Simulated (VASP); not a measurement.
# Co (P6_3/mmc) in VASP: a series of runs

The runs below take Co through single point, with PBE.

Everything below comes from runs of VASP 6.6.1. Logs are shortened: lines on timing, memory, paths and dates and some standing lists are left out, and cuts for length are marked.

### 1 The cell of the first run

Symmetry: P6_3/mmc, No. 194, hexagonal system. The conventional cell has a = 2.494 Å, b = 2.494 Å, c = 4.030 Å, α = 90.00°, β = 90.00°, γ = 120.00°. Within 3.3 Å of Co (site symmetry -6m2) lie 12 Co at 2.48 to 2.49 Å.

### 2 Single point, PBE, collinear spin, ferromagnetic start

INCAR reads:

```
  PREC = Accurate
  ENCUT = 520
  EDIFF = 1E-6
  ISMEAR = 0
  SIGMA = 0.05
  LREAL = F
  LASPH = T
  NELM = 150
  ALGO = Normal
  ISIF = 2
  LWAVE = F
  LCHARG = F
  ISPIN = 2
  MAGMOM = 1.5 1.5 1.5 1.5
  LORBIT = 11
  LMAXMIX = 4
  GGA = PE
  NBANDS = 30
```

KPOINTS reads:

```
regular mesh
0
Gamma
  16 16 4
```

POSCAR reads:

```
Co
1.0
    2.4937131618      0.0000000000      0.0000000000
   -1.2468565809      2.1596189479      0.0000000000
    0.0000000000      0.0000000000      8.0601803516
Co
4
Direct
    0.3333333333      0.6666666667      0.1250000000
    0.6666666667      0.3333333333      0.3750000000
    0.3333333333      0.6666666667      0.6250000000
    0.6666666667      0.3333333333      0.8750000000
```

Potentials or basis: VASP PAW PBE potentials, release 64 (Co).

Run with:

```sh
$ cat potpaw_PBE.64/Co/POTCAR > POTCAR
$ mpirun -np 1 vasp_std > vasp.out
```

OUTCAR:

```text
PREC = Accurate
   ENCUT = 520
   EDIFF = 1E-6
   ISMEAR = 0
   LREAL = F
   LASPH = T
   NELM = 150
   ISIF = 2
   ISPIN = 2
   LORBIT = 11
   GGA = PE

 ion  position               nearest neighbor table
   1  0.333  0.667  0.125-   2 2.48   4 2.48   2 2.48   4 2.48   2 2.48   4 2.48
   2  0.667  0.333  0.375-   1 2.48   3 2.48   1 2.48   3 2.48   1 2.48   3 2.48
   3  0.333  0.667  0.625-   2 2.48   4 2.48   2 2.48   4 2.48   2 2.48   4 2.48
   4  0.667  0.333  0.875-   1 2.48   3 2.48   1 2.48   3 2.48   1 2.48   3 2.48

  LATTYP: Found a hexagonal cell.
 ALAT       =     2.4937131618
 C/A-ratio  =     3.2322002687

  Lattice vectors:

 A1 = (   2.4937131618,   0.0000000000,   0.0000000000)
 A2 = (  -1.2468565809,   2.1596189479,   0.0000000000)
 A3 = (   0.0000000000,   0.0000000000,   8.0601803516)

Analysis of symmetry for initial positions (statically):
=====================================================================
 Subroutine PRICEL returns following result:

  LATTYP: Found a hexagonal cell.
 ALAT       =     2.4937131618
 C/A-ratio  =     1.6161001343

  Lattice vectors:

 A1 = (   2.4937131618,   0.0000000000,   0.0000000000)
 A2 = (  -1.2468565809,   2.1596189479,   0.0000000000)
 A3 = (   0.0000000000,   0.0000000000,   4.0300901758)

   2 primitive cells build up your supercell.

 Routine SETGRP: Setting up the symmetry group for a
 hexagonal supercell.

 Subroutine GETGRP returns: Found 24 space group operations
 (whereof 12 operations were pure point group operations)
 out of a pool of 24 trial point group operations.

The static configuration has the point symmetry D_3d.
 The point group associated with its full space group is D_6h.

Analysis of symmetry for dynamics (positions and initial velocities):
=====================================================================
 Subroutine PRICEL returns following result:

  LATTYP: Found a hexagonal cell.
 ALAT       =     2.4937131618
 C/A-ratio  =     1.6161001343

  Lattice vectors:

 A1 = (   2.4937131618,   0.0000000000,   0.0000000000)
 A2 = (  -1.2468565809,   2.1596189479,   0.0000000000)
 A3 = (   0.0000000000,   0.0000000000,   4.0300901758)

   2 primitive cells build up your supercell.

 Routine SETGRP: Setting up the symmetry group for a
 hexagonal supercell.

 Subroutine GETGRP returns: Found 24 space group operations
 (whereof 12 operations were pure point group operations)
 out of a pool of 24 trial point group operations.

The dynamic configuration has the point symmetry D_3d.
 The point group associated with its full space group is D_6h.

Analysis of structural, dynamic, and magnetic symmetry:
=====================================================================
 Subroutine PRICEL returns following result:

  LATTYP: Found a hexagonal cell.
 ALAT       =     2.4937131618
 C/A-ratio  =     1.6161001343

  Lattice vectors:

 A1 = (   2.4937131618,   0.0000000000,   0.0000000000)
 A2 = (  -1.2468565809,   2.1596189479,   0.0000000000)
 A3 = (   0.0000000000,   0.0000000000,   4.0300901758)

   2 primitive cells build up your supercell.

 Routine SETGRP: Setting up the symmetry group for a
 hexagonal supercell.

 Subroutine GETGRP returns: Found 24 space group operations
 (whereof 12 operations were pure point group operations)
 out of a pool of 24 trial point group operations.

The overall configuration has the point symmetry D_3d.
 The point group associated with its full space group is D_6h.

 Subroutine INISYM returns: Found 24 space group operations
 (whereof 12 operations are pure point group operations),
 and found     2 'primitive' translations

----------------------------------------------------------------------------------------

                                     Primitive cell

  volume of cell :      21.7039

  direct lattice vectors                    reciprocal lattice vectors
     2.493713162  0.000000000  0.000000000     0.401008430  0.231522325  0.000000000
    -1.246856581  2.159618948  0.000000000     0.000000000  0.463044650  0.000000000
     0.000000000  0.000000000  4.030090176     0.000000000  0.000000000  0.248133406

  length of vectors
     2.493713162  2.493713162  4.030090176     0.463044650  0.463044650  0.248133406

  position of ions in fractional coordinates (direct lattice)
     0.333333333  0.666666667  0.250000000
     0.666666667  0.333333333  0.750000000

  ion indices of the primitive-cell ions
   primitive index   ion index
                 1           1
                 2           2

----------------------------------------------------------------------------------------

 KPOINTS: regular mesh

Automatic generation of k-mesh.
 Grid dimensions read from file:
 generate k-points for:   16   16    4

 Generating k-lattice:

  Cartesian coordinates                     Fractional coordinates (reciprocal lattice)
     0.025063027  0.014470145  0.000000000     0.062500000  0.000000000  0.000000000
     0.000000000  0.028940291  0.000000000     0.000000000  0.062500000  0.000000000
     0.000000000  0.000000000  0.031016676     0.000000000  0.000000000  0.250000000

  Length of vectors
     0.028940291  0.028940291  0.031016676

  Shift w.r.t. Gamma in fractional coordinates (k-lattice)
     0.000000000  0.000000000  0.000000000

 Subroutine IBZKPT returns following result:
 ===========================================

 Found     90 irreducible k-points:

 Following reciprocal coordinates:
            Coordinates               Weight
  0.000000  0.000000  0.000000      1.000000
  0.062500  0.000000  0.000000      6.000000
  0.125000  0.000000  0.000000      6.000000
  0.187500  0.000000  0.000000      6.000000
  0.250000  0.000000  0.000000      6.000000
  0.312500  0.000000  0.000000      6.000000
[... 16 lines left out ...]
  0.187500  0.187500  0.000000      6.000000
  0.250000  0.187500  0.000000     12.000000
 [... further k-points ...]
   k-points           NKPTS =     90   k-points in BZ     NKDIM =     90   number of bands    NBANDS=     30
   number of dos      NEDOS =    301   number of ions     NIONS =      4
   total plane-waves  NPLWV =  24000
   dimension x,y,z NGX =    20 NGY =   20 NGZ =   60
   dimension x,y,z NGXF=    40 NGYF=   40 NGZF=  120
   ions per type =               4
   NGX,Y,Z   is equivalent  to a cutoff of  13.33, 13.33, 12.38 a.u.
   NGXF,Y,Z  is equivalent  to a cutoff of  26.67, 26.67, 24.75 a.u.
 SYSTEM =  unknown system
   PREC   = accura    normal or accurate (medium, high low for compatibility)
   ISTART =      0    job   : 0-new  1-cont  2-samecut
   ICHARG =      2    charge: 1-file 2-atom 10-const
   ISPIN  =      2    spin polarized calculation?
   LNONCOLLINEAR =      F non collinear calculations
   LSORBIT =      F    spin-orbit coupling
   LASPH  =      T    aspherical Exc in radial PAW
   ENCUT  =  520.0 eV  38.22 Ry    6.18 a.u.   4.64  4.64 14.99*2*pi/ulx,y,z
   NELM   =    150;   NELMIN=  2; NELMDL= -5     # of ELM steps
   EDIFF  = 0.1E-05   stopping-criterion for ELM
   LREAL  =      F    real-space projection
   EDIFFG = 0.1E-04   stopping-criterion for IOM
   NSW    =      0    number of steps for IOM
   IBRION =     -1    ionic relax: 0-MD 1-quasi-New 2-CG
   NFREE  =      0    steps in history (QN), initial steepest desc. (CG)
   ISIF   =      2    stress and relaxation
   ISYM   =      2    0-nonsym 1-usesym 2-fastsym
   POTIM  = 0.5000    time-step for ionic-motion
   TEBEG  =    0.0;   TEEND  =   0.0 temperature during run
   PSTRESS=    0.0 pullay stress
   NELECT =      36.0000    total number of electrons
   NUPDOWN=      -1.0000    fix difference up-down
   EMIN   =  10.00;   EMAX   =-10.00  energy-range for DOS
   EFERMI =   0.00;   METHOD = LEGACY
   ISMEAR =     0;   SIGMA  =   0.05  broadening in eV -4-tet -1-fermi 0-gaus
   EFERMI_NEDOS =   21; number of points for ismear=-14 and -15
   IALGO  =     38    algorithm
   IMIX   =      4    mixing-type and parameters
     AMIX     =   0.40;   BMIX     =  1.00
     AMIX_MAG =   1.60;   BMIX_MAG =  1.00
  volume/ion in A,a.u.               =      10.85        73.23
  Fermi-wavevector in a.u.,A,eV,Ry     =   1.538106  2.906598 32.188246  2.365769
  Thomas-Fermi vector in A             =   2.644521
   LORBIT       =     11    0 simple, 1 ext, 2 COOP (PROOUT), +10 PAW based schemes
   GGA     = PE    functional components
   LHFCALC =     F    Hartree Fock is set to
   AEXX    =    0.0000 exact exchange contribution
   IVDW    =     0    specifies the selected vdW correction
   LEPSILON=     F    determine dielectric tensor
   LRPA    =     F    only Hartree local field effects (RPA)
 spin polarized calculation
 Gauss-broadening in eV      SIGMA  =   0.05
  energy-cutoff  :      520.00
  volume of cell :       43.41
 maximum number of plane-waves:      1194
 NGX is ok and might be reduce to    20
   NGX =  9   NGY =  9   NGZ = 29

 number of electron      35.9999993 magnetization       6.2985524

 Free energy of the ion-electron system (eV)
  ---------------------------------------------------
  ext. energy  EPLUGINS =         0.00000000
  ---------------------------------------------------
  free energy    TOTEN  =       -28.14555734 eV

  energy without entropy =      -28.14223628  energy(sigma->0) =      -28.14389681

 E-fermi :  10.2652     XC(G=0): -13.4020

 val. band max:       10.2640139655   @ k =   0.1875   0.1875   0.0000
 cond. band min:      10.2655304401   @ k =   0.1250   0.1250   0.2500
 fundamental gap:      0.0015164745
 Fermi energy:        10.2651627869

 spin component 1

 k-point     1 :       0.0000    0.0000    0.0000
  band No.  band energies     occupation
      1       1.3536      1.00000
      2       3.5977      1.00000
      3       3.5977      1.00000
      4       5.1401      1.00000
      5       7.3593      1.00000
      6       7.3593      1.00000
[... 22 lines left out ...]
     29      32.9510      0.00000
     30      32.9510      0.00000

 k-point     2 :       0.0625    0.0000    0.0000
  band No.  band energies     occupation
      1       1.4908      1.00000
      2       3.7156      1.00000
      3       3.7156      1.00000
      4       5.2231      1.00000
      5       7.2614      1.00000
      6       7.2614      1.00000
[... 718 lines left out ...]
 k-point    24 :       0.2500    0.1875    0.0000
  band No.  band energies     occupation
      1       5.2985      1.00000
      2       5.7094      1.00000
      3       5.7094      1.00000
      4       6.1496      1.00000
      5       6.2329      1.00000
      6       6.5865      1.00000
[... 22 lines left out ...]
     29      21.7079      0.00000
     30      23.6604      0.00000

 [... further k-points ...]

 spin component 2

 k-point     1 :       0.0000    0.0000    0.0000
  band No.  band energies     occupation
      1       1.3338      1.00000
      2       3.6510      1.00000
      3       3.6510      1.00000
      4       6.0583      1.00000
      5       8.7160      1.00000
      6       8.7160      1.00000
[... 22 lines left out ...]
     29      32.6787      0.00000
     30      32.6787      0.00000

 k-point     2 :       0.0625    0.0000    0.0000
  band No.  band energies     occupation
      1       1.4715      1.00000
      2       3.7715      1.00000
      3       3.7715      1.00000
      4       6.1525      1.00000
      5       8.6547      1.00000
      6       8.6547      1.00000
[... 718 lines left out ...]
 k-point    24 :       0.2500    0.1875    0.0000
  band No.  band energies     occupation
      1       5.5527      1.00000
      2       6.4952      1.00000
      3       6.4952      1.00000
      4       7.3444      1.00000
      5       7.4552      1.00000
      6       7.7614      1.00000
[... 22 lines left out ...]
     29      22.2164      0.00000
     30      24.0931      0.00000

 [... further k-points ...]

------------------------ aborting loop because EDIFF is reached ----------------------------------------

  FORCE on cell =-STRESS in cart. coord.  units (eV):
  Direction    XX          YY          ZZ          XY          YZ          ZX
  --------------------------------------------------------------------------------------
  -------------------------------------------------------------------------------------
  Total       -0.3288888     -0.3288888     -0.2604228      0.0000000     -0.0000000      0.0000000
  in kB      -12.1392337    -12.1392337     -9.6121644      0.0000000     -0.0000000      0.0000000
  external PRESSURE =     -11.2968773 kB  Pullay stress =       0.0000000 kB

 VOLUME and BASIS-vectors are now :
 -----------------------------------------------------------------------------
  energy-cutoff  :      520.00
  volume of cell :       43.41
      direct lattice vectors                 reciprocal lattice vectors
     2.493713162  0.000000000  0.000000000     0.401008430  0.231522325  0.000000000
    -1.246856581  2.159618948  0.000000000     0.000000000  0.463044650  0.000000000
     0.000000000  0.000000000  8.060180352     0.000000000  0.000000000  0.124066703

 POSITION                                       TOTAL-FORCE (eV/Angst)
 -----------------------------------------------------------------------------------
     -0.00000      1.43975      1.00752        -0.000000      0.000000      0.000000
      1.24686      0.71987      3.02257         0.000000     -0.000000     -0.000000
     -0.00000      1.43975      5.03761        -0.000000      0.000000     -0.000000
      1.24686      0.71987      7.05266         0.000000     -0.000000      0.000000
 -----------------------------------------------------------------------------------
    total drift:                                0.000000      0.000000     -0.000000

  FREE ENERGIE OF THE ION-ELECTRON SYSTEM (eV)
  ---------------------------------------------------
  free  energy   TOTEN  =       -28.1455573443 eV

  energy  without entropy=      -28.1422362769  energy(sigma->0) =      -28.14389681

 total charge

# of ion       s       p       d       tot
------------------------------------------
    1        0.487   0.519   7.266   8.273
    2        0.487   0.519   7.266   8.273
    3        0.487   0.519   7.266   8.273
    4        0.487   0.519   7.266   8.273
--------------------------------------------------
tot          1.950   2.078  29.065  33.092

 magnetization (x)

# of ion       s       p       d       tot
------------------------------------------
    1       -0.016  -0.057   1.669   1.596
    2       -0.016  -0.057   1.669   1.596
    3       -0.016  -0.057   1.669   1.596
    4       -0.016  -0.057   1.669   1.596
--------------------------------------------------
tot         -0.064  -0.227   6.677   6.386
```

It took 1.7 min on 1 thread of Intel Xeon 6975P-C (Granite Rapids), shared host; peak memory 0.28 GiB.

What came out:

| Item | Value |
| --- | --- |
| Free energy | -28.1456 eV |
| Pressure | -1.1 GPa |
| Net moment | 6.30 μB per cell |
| Site moments | Co +1.60 μB |
| Valence electrons inside the program's atomic spheres | Co 8.27 |

Stress tensor (GPa, compression positive):
```
-1.21  0.00  0.00
 0.00 -1.21  0.00
 0.00  0.00 -0.96
```

(Continued in part 2 of 2.)
